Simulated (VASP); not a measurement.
Write the native input for VASP 6.6.1 that does the following.

| Item | Value |
| --- | --- |
| Task | relaxation of cell and atoms |
| Functional | PBE |
| Potentials or basis | VASP PAW PBE potentials, release 64 (Al, Si) |
| Cutoff | 600 eV |
| k mesh | 6 × 6 × 6 |
| Occupations | gaussian, width 0.1 eV |
| Spin | no spin polarisation |
| Dipole correction | no |
| Further INCAR settings | ALGO = Normal; EDIFF = 1e-06; IBRION = 2; EDIFFG = -0.04; NSW = 90; ISIF = 3 |

The structure of Al2Si lies in POSCAR:

```
Al2Si
1.0
   -2.0976383083      3.3553448427      3.5559546345
    2.0976383083     -3.3553448427      3.5559546345
    2.0976383083      3.3553448427     -3.5559546345
Al Si
4 2
Direct
    0.2140000000      0.1620000000      0.0520000000
    0.6100000000      0.1620000000      0.4480000000
    0.7860000000      0.8380000000      0.9480000000
    0.3900000000      0.8380000000      0.5520000000
    0.7960000000      0.5460000000      0.2500000000
    0.2040000000      0.4540000000      0.7500000000
```

These files were run (other wordings do the same):

INCAR

```
PREC = Accurate
ENCUT = 600
EDIFF = 1E-6
ISMEAR = 0
SIGMA = 0.1
LREAL = False
LASPH = True
NELM = 60
ALGO = Normal
ISIF = 3
LWAVE = False
LCHARG = False
GGA = PE
IBRION = 2
NSW = 90
EDIFFG = -0.04
```

KPOINTS

```
Automatic mesh
0
Gamma
  6 6 6
```

Potentials or basis: VASP PAW PBE potentials, release 64 (Al, Si).

Run with:

```bash
$ cat potpaw_PBE.64/Al/POTCAR potpaw_PBE.64/Si/POTCAR > POTCAR
$ mpirun -np 1 vasp_std > vasp.out
```

Results of the run:

```json
{
 "Relaxed volume": "17.11 Å³/atom",
 "Relaxed cell": "a = 6.212 Å, b = 6.212 Å, c = 6.212 Å, α = 147.19°, β = 126.92°, γ = 63.82°",
 "Space group after relaxing (to 0.1 Å)": "Cmmm (No. 65)",
 "Energy gained by relaxing": "336.1 meV/atom",
 "Ionic steps": "81",
 "Pressure after relaxing": "0.0 GPa",
 "Largest force after relaxing": "0.032 eV/Å",
 "Band gap on the k mesh": "zero (bands 10 and 11 overlap by 3.80 eV)"
}
```

Caveat: a cell axis changed by over 15 % at a fixed basis, so the end point is rough.

Wall time 38 min on 1 thread of Intel(R) Xeon(R) 6975P-C (Granite Rapids), with other jobs on the host, peak memory 0.39 GiB.
